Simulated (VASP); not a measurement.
Here is a VASP 6.6.1 calculation.

The input INCAR:

```
ALGO = Fast ; EDIFF = 1E-6
ENCUT = 520 ; GGA = PE
ISIF = 2 ; ISMEAR = 0
LASPH = T ; LCHARG = F
LREAL = F ; LWAVE = F
NBANDS = 30 ; NELM = 80
PREC = Accurate ; SIGMA = 0.1
```

The input KPOINTS:

```
k-points
0
Gamma
  10 10 10
```

File POSCAR:

```
BaTa3
1.0
    4.4464655344      0.0000000000      0.0000000000
    0.0000000000      4.4464655344      0.0000000000
    0.0000000000      0.0000000000      4.4464655344
Ba Ta
1 3
Direct
    0.0000000000      0.0000000000      0.0000000000
    0.0000000000      0.5000000000      0.5000000000
    0.5000000000      0.0000000000      0.5000000000
    0.5000000000      0.5000000000      0.0000000000
```

Potentials or basis: VASP PAW PBE potentials, release 64 (Ba_sv, Ta_pv).

Command:

```sh
$ cat potpaw_PBE.64/Ba_sv/POTCAR potpaw_PBE.64/Ta_pv/POTCAR > POTCAR
$ mpirun -np 1 vasp_std > vasp.out
```

Q: Estimate the pressure.

A: 1.7 GPa.
